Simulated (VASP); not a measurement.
# Rb2Re (P6/mmm) in VASP: further runs

Rb2Re is run at these levels: PBE; tasks: single point.

All numbers are computed with VASP 6.6.1; they aren't measurements. Logs are shortened: lines on timing, memory, paths and dates and some standing lists are left out, and cuts for length are marked.

**1. The cell of the first run**

It takes space group P6/mmm (No. 191, hexagonal). The conventional cell has a = 6.208 Å, b = 6.208 Å, c = 2.848 Å, α = 90.00°, β = 90.00°, γ = 120.00°. Within 3.9 Å of Rb (site symmetry -6m2) lie 5 Rb at 2.85 to 3.58 Å and 6 Re at 3.86 Å. Within 3.9 Å of Re (site symmetry 6/mmm) lie 2 Re at 2.85 Å and 12 Rb at 3.86 Å.

**2. Single point, PBE**

The input, INCAR:

```
ALGO = Fast
EDIFF = 1E-7
ENCUT = 520
GGA = PE
ISIF = 2
ISMEAR = 0
LASPH = True
LCHARG = False
LREAL = False
LWAVE = False
NBANDS = 20
NELM = 60
PREC = Accurate
SIGMA = 0.1
```

The input, KPOINTS:

```
k-points
0
Gamma
  3 3 6
```

The input, POSCAR:

```
Rb2Re
1.0
    6.2082497871      0.0000000000      0.0000000000
   -3.1041248936      5.3765020286      0.0000000000
    0.0000000000      0.0000000000      2.8483916513
Rb Re
2 1
Direct
    0.3333333333      0.6666666667      0.5000000000
    0.6666666667      0.3333333333      0.5000000000
    0.0000000000      0.0000000000      0.0000000000
```

Potentials or basis: VASP PAW PBE potentials, release 64 (Rb_sv, Re).

On the command line:

```bash
$ cat potpaw_PBE.64/Rb_sv/POTCAR potpaw_PBE.64/Re/POTCAR > POTCAR
$ mpirun -np 1 vasp_std > vasp.out
```

OUTCAR:

```text
EDIFF = 1E-7
   ENCUT = 520
   GGA = PE
   ISIF = 2
   ISMEAR = 0
   LASPH = True
   LREAL = False
   NELM = 60
   PREC = Accurate

 ion  position               nearest neighbor table
   1  0.333  0.667  0.500-   2 3.58   2 3.58   2 3.58   3 3.86   3 3.86   3 3.86   3 3.86   3 3.86
                             3 3.86   2 4.58   2 4.58   2 4.58   2 4.58   2 4.58   2 4.58
   2  0.667  0.333  0.500-   1 3.58   1 3.58   1 3.58   3 3.86   3 3.86   3 3.86   3 3.86   3 3.86
                             3 3.86   1 4.58   1 4.58   1 4.58   1 4.58   1 4.58   1 4.58
   3  0.000  0.000  0.000-   1 3.86   2 3.86   1 3.86   2 3.86   1 3.86   1 3.86   2 3.86   2 3.86
                             2 3.86   2 3.86   1 3.86   1 3.86

  LATTYP: Found a hexagonal cell.
 ALAT       =     6.2082497871
 C/A-ratio  =     0.4588075140

  Lattice vectors:

 A1 = (   6.2082497871,   0.0000000000,   0.0000000000)
 A2 = (  -3.1041248936,   5.3765020286,   0.0000000000)
 A3 = (   0.0000000000,   0.0000000000,   2.8483916513)

Analysis of symmetry for initial positions (statically):
=====================================================================
 Subroutine PRICEL returns:
 Original cell was already a primitive cell.

 Routine SETGRP: Setting up the symmetry group for a
 hexagonal supercell.

 Subroutine GETGRP returns: Found 24 space group operations
 (whereof 24 operations were pure point group operations)
 out of a pool of 24 trial point group operations.

The static configuration has the point symmetry D_6h.

Analysis of symmetry for dynamics (positions and initial velocities):
=====================================================================
 Subroutine PRICEL returns:
 Original cell was already a primitive cell.

 Routine SETGRP: Setting up the symmetry group for a
 hexagonal supercell.

 Subroutine GETGRP returns: Found 24 space group operations
 (whereof 24 operations were pure point group operations)
 out of a pool of 24 trial point group operations.

The dynamic configuration has the point symmetry D_6h.

 Subroutine INISYM returns: Found 24 space group operations
 (whereof 24 operations are pure point group operations),
 and found     1 'primitive' translations

----------------------------------------------------------------------------------------

[... 78 lines left out ...]
   LASPH  =      T    aspherical Exc in radial PAW
   ENCUT  =  520.0 eV  38.22 Ry    6.18 a.u.  11.54 11.54  5.30*2*pi/ulx,y,z
   NELM   =     60;   NELMIN=  2; NELMDL= -5     # of ELM steps
   EDIFF  = 0.1E-06   stopping-criterion for ELM
   LREAL  =      F    real-space projection
   EDIFFG = 0.1E-05   stopping-criterion for IOM
   NSW    =      0    number of steps for IOM
   IBRION =     -1    ionic relax: 0-MD 1-quasi-New 2-CG
   NFREE  =      0    steps in history (QN), initial steepest desc. (CG)
   ISIF   =      2    stress and relaxation
   ISYM   =      2    0-nonsym 1-usesym 2-fastsym
   POTIM  = 0.5000    time-step for ionic-motion
   TEBEG  =    0.0;   TEEND  =   0.0 temperature during run
   PSTRESS=    0.0 pullay stress
   NELECT =      25.0000    total number of electrons
   NUPDOWN=      -1.0000    fix difference up-down
   EMIN   =  10.00;   EMAX   =-10.00  energy-range for DOS
   EFERMI =   0.00;   METHOD = LEGACY
   ISMEAR =     0;   SIGMA  =   0.10  broadening in eV -4-tet -1-fermi 0-gaus
   EFERMI_NEDOS =   21; number of points for ismear=-14 and -15
   IALGO  =     68    algorithm
   IMIX   =      4    mixing-type and parameters
     AMIX     =   0.40;   BMIX     =  1.00
     AMIX_MAG =   1.60;   BMIX_MAG =  1.00
  volume/ion in A,a.u.               =      31.69       213.87
  Fermi-wavevector in a.u.,A,eV,Ry     =   1.048814  1.981972 14.966564  1.100011
  Thomas-Fermi vector in A             =   2.183751
   LORBIT       =      0    0 simple, 1 ext, 2 COOP (PROOUT), +10 PAW based schemes
   GGA     = PE    functional components
   LHFCALC =     F    Hartree Fock is set to
   AEXX    =    0.0000 exact exchange contribution
   IVDW    =     0    specifies the selected vdW correction
   LEPSILON=     F    determine dielectric tensor
   LRPA    =     F    only Hartree local field effects (RPA)
 non-spin polarized calculation
 RMM-DIIS sequential band-by-band and
 Gauss-broadening in eV      SIGMA  =   0.10
  energy-cutoff  :      520.00
  volume of cell :       95.08
 maximum number of plane-waves:      2567
 NGX is ok and might be reduce to    48
   NGX = 23   NGY = 23   NGZ = 11

 number of electron      25.0000001 magnetization

 Free energy of the ion-electron system (eV)
  ---------------------------------------------------
  ext. energy  EPLUGINS =         0.00000000
  ---------------------------------------------------
  free energy    TOTEN  =        -8.61928468 eV

  energy without entropy =       -8.56699468  energy(sigma->0) =       -8.59313968

 E-fermi :   2.4175     XC(G=0):  -9.0145

 val. band max:        2.4022467298   @ k =   0.3333   0.0000   0.3333
 cond. band min:       2.4497242075   @ k =   0.3333   0.3333   0.3333
 fundamental gap:      0.0474774777
 Fermi energy:         2.4174655114

 k-point     1 :       0.0000    0.0000    0.0000
  band No.  band energies     occupation
      1     -26.3079      2.00000
      2     -26.1684      2.00000
      3     -10.5987      2.00000
      4     -10.5987      2.00000
      5      -9.9273      2.00000
      6      -9.9273      2.00000
[... 265 lines left out ...]
     19       7.4713      0.00000
     20       7.5010      0.00000

------------------------ aborting loop because EDIFF is reached ----------------------------------------

  FORCE on cell =-STRESS in cart. coord.  units (eV):
  Direction    XX          YY          ZZ          XY          YZ          ZX
  --------------------------------------------------------------------------------------
  -------------------------------------------------------------------------------------
  Total       -0.0217529     -0.0217529      0.2726788      0.0000000     -0.0000000      0.0000000
  in kB       -0.3665723     -0.3665723      4.5950826      0.0000000     -0.0000000      0.0000000
  external PRESSURE =       1.2873127 kB  Pullay stress =       0.0000000 kB

 VOLUME and BASIS-vectors are now :
 -----------------------------------------------------------------------------
  energy-cutoff  :      520.00
  volume of cell :       95.08
      direct lattice vectors                 reciprocal lattice vectors
     6.208249787  0.000000000  0.000000000     0.161075993  0.092997268  0.000000000
    -3.104124894  5.376502029  0.000000000     0.000000000  0.185994536  0.000000000
     0.000000000  0.000000000  2.848391651     0.000000000  0.000000000  0.351075316

 POSITION                                       TOTAL-FORCE (eV/Angst)
 -----------------------------------------------------------------------------------
     -0.00000      3.58433      1.42420         0.000000     -0.000000     -0.000000
      3.10412      1.79217      1.42420        -0.000000      0.000000      0.000000
      0.00000      0.00000      0.00000        -0.000000      0.000000      0.000000
 -----------------------------------------------------------------------------------
    total drift:                               -0.000000      0.000000     -0.000000

  FREE ENERGIE OF THE ION-ELECTRON SYSTEM (eV)
  ---------------------------------------------------
  free  energy   TOTEN  =        -8.6192846825 eV

  energy  without entropy=       -8.5669946770  energy(sigma->0) =       -8.59313968
```

Wall time 41 s (1 thread of Intel Xeon 6975P-C (Granite Rapids), shared host); peak memory 0.23 GiB.

What came out:

| Property | Result |
| --- | --- |
| Free energy | -8.6193 eV |
| Pressure | 0.1 GPa |
| Band gap on the k mesh | zero (an odd number of electrons rules out a gap without spin polarisation) |

Stress tensor (GPa, compression positive):
```
-0.04  0.00  0.00
 0.00 -0.04  0.00
 0.00  0.00  0.46
```

Levels at points of the mesh, in eV from the Fermi level:
```
           k point  band 11  band 12  band 13  band 14  band 15  band 16
(0.00, 0.00, 0.00)    -0.39    -0.39     0.88     0.88     1.76     1.76
(0.00, 0.00, 0.50)    -0.29    -0.26    -0.26     1.21     2.60     2.60
```

Caveat: the k points lie up to 0.39 Å⁻¹ apart, too coarse for converged energies and pressures of a metal; spin-orbit coupling is left out, which moves the levels of the heavy elements.

**3. Single point, PBE**

This run uses another cell than the first one, of 30.14 Å³/atom.

The input, INCAR:

```
SYSTEM = Rb2Re
ALGO = Normal ; EDIFF = 1E-6
ENCUT = 520 ; GGA = PE
ISIF = 2 ; ISMEAR = 0
LASPH = .TRUE. ; LCHARG = .FALSE.
LREAL = .FALSE. ; LWAVE = .FALSE.
NBANDS = 20 ; NELM = 60
PREC = Accurate ; SIGMA = 0.1
```

The input, KPOINTS:

```
k-points
0
G
  6 6 4
  0 0 0
```

The input, POSCAR:

```
Rb2Re
1.0
    4.5900587006      0.0000000000      0.0000000000
   -2.2950293503      3.9751074396      0.0000000000
    0.0000000000      0.0000000000      4.9560434475
Rb Re
2 1
Direct
    0.3333333333      0.6666666667      0.5000000000
    0.6666666667      0.3333333333      0.5000000000
    0.0000000000      0.0000000000      0.0000000000
```

Potentials or basis: VASP PAW PBE potentials, release 64 (Rb_sv, Re).

On the command line:

```bash
$ cat potpaw_PBE.64/Rb_sv/POTCAR potpaw_PBE.64/Re/POTCAR > POTCAR
$ mpirun -np 1 vasp_std > vasp.out
```

Run time: 16 s. Hardware: 1 thread of Intel Xeon 6975P-C (Granite Rapids), shared host; peak memory 0.23 GiB.

The run converged. Its results:

```
Free energy            : -4.5587 eV
Pressure               : 10.4 GPa
Band gap on the k mesh : zero (an odd number of electrons rules out a gap without spin polarisation)
```

Stress tensor (GPa, compression positive):
```
17.66  0.00  0.00
 0.00 17.66  0.00
 0.00  0.00 -4.06
```

Levels at points of the mesh, in eV from the Fermi level:
| k point | band 11 | band 12 | band 13 | band 14 | band 15 | band 16 |
| --- | --- | --- | --- | --- | --- | --- |
| (0.00, 0.00, 0.00) | -0.12 | -0.12 | -0.01 | -0.01 | 4.19 | 4.40 |
| (0.50, 0.00, 0.00) | -0.39 | 0.03 | 0.19 | 0.44 | 0.48 | 2.39 |
| (0.00, 0.00, 0.50) | -0.47 | -0.07 | 0.06 | 0.06 | 0.19 | 4.43 |
| (0.50, 0.00, 0.50) | -0.19 | -0.04 | 0.39 | 0.56 | 0.72 | 1.63 |

Caveat: the cell stands under pressure; spin-orbit coupling is left out, which moves the levels of the heavy elements.

**4. Single point, PBE**

This run uses another cell than the first one, of 30.96 Å³/atom.

The input, INCAR:

```
ALGO = Fast ; EDIFF = 1E-6
ENCUT = 520 ; GGA = PE
ISIF = 2 ; ISMEAR = 0
LASPH = T ; LCHARG = F
LREAL = F ; LWAVE = F
NBANDS = 20 ; NELM = 60
PREC = Accurate ; SIGMA = 0.1
```

The input, KPOINTS:

```
k-points
0
Gamma
  6 6 4
```

The input, POSCAR:

```
Rb2Re
1.0
    6.0846956935      0.0000000000      0.0000000000
   -3.0423478468      5.2695010449      0.0000000000
    0.0000000000      0.0000000000      2.8967368707
Rb Re
2 1
Direct
    0.3333333333      0.6666666667      0.5000000000
    0.6666666667      0.3333333333      0.5000000000
    0.0000000000      0.0000000000      0.0000000000
```

On the command line:

```bash
$ cat potpaw_PBE.64/Rb_sv/POTCAR potpaw_PBE.64/Re/POTCAR > POTCAR
$ mpirun -np 1 vasp_std > vasp.out
```

Wall time 52 s (1 thread of Intel Xeon 6975P-C (Granite Rapids), shared host); peak memory 0.24 GiB.

Results (log left out):

```yaml
Free_energy: -8.5722 eV
Pressure: 0.3 GPa
Band_gap_on_the_k_mesh: zero (an odd number of electrons rules out a gap without spin polarisation)
```

Stress tensor (GPa, compression positive):
```
0.15 0.00 0.00
0.00 0.15 0.00
0.00 0.00 0.52
```

Levels at points of the mesh, in eV from the Fermi level:
```
           k point  band 8  band 9  band 10  band 11  band 12  band 13  band 14  band 15  band 16  band 17
(0.00, 0.00, 0.00)  -10.55   -4.09    -1.53    -0.19    -0.19     1.12     1.12     2.09     2.09     3.23
(0.50, 0.00, 0.00)  -10.59   -3.51    -0.99    -0.84    -0.33    -0.31     1.62     2.08     2.10     3.28
(0.00, 0.00, 0.50)  -11.54   -1.14    -1.14    -0.25    -0.25    -0.19     1.36     2.86     2.86     3.00
(0.50, 0.00, 0.50)  -11.46   -1.22    -1.07    -0.90     0.33     0.46     0.89     2.32     2.48     3.66
```

Caveat: the k points lie up to 0.54 Å⁻¹ apart, too coarse for converged energies and pressures of a metal; spin-orbit coupling is left out, which moves the levels of the heavy elements.

**5. Summary**

| cell | k mesh | gap on the mesh (eV) | pressure (GPa) |
| --- | --- | --- | --- |
| a = 6.208, b = 6.208, c = 2.848 Å, angles 90.0, 90.0, 120.0°, 3 atoms | 3 × 3 × 6 | none | 0.1 |
| a = 4.590, b = 4.590, c = 4.956 Å, angles 90.0, 90.0, 120.0°, 3 atoms | 6 × 6 × 4 | none | 10.4 |
| a = 6.085, b = 6.085, c = 2.897 Å, angles 90.0, 90.0, 120.0°, 3 atoms | 6 × 6 × 4 | none | 0.3 |

Alike in all rows: task single point; level PBE; potentials or basis VASP PAW PBE potentials, release 64 (Rb_sv, Re); no spin polarisation; cutoff (eV) 520; smearing gaussian 0.1 eV.

Caveats: some runs use coarse meshes; spin-orbit coupling is left out, which moves the levels of the heavy elements; the cell stands under pressure (at least some runs).

Absolute energies hang on the potentials; compare differences alone.
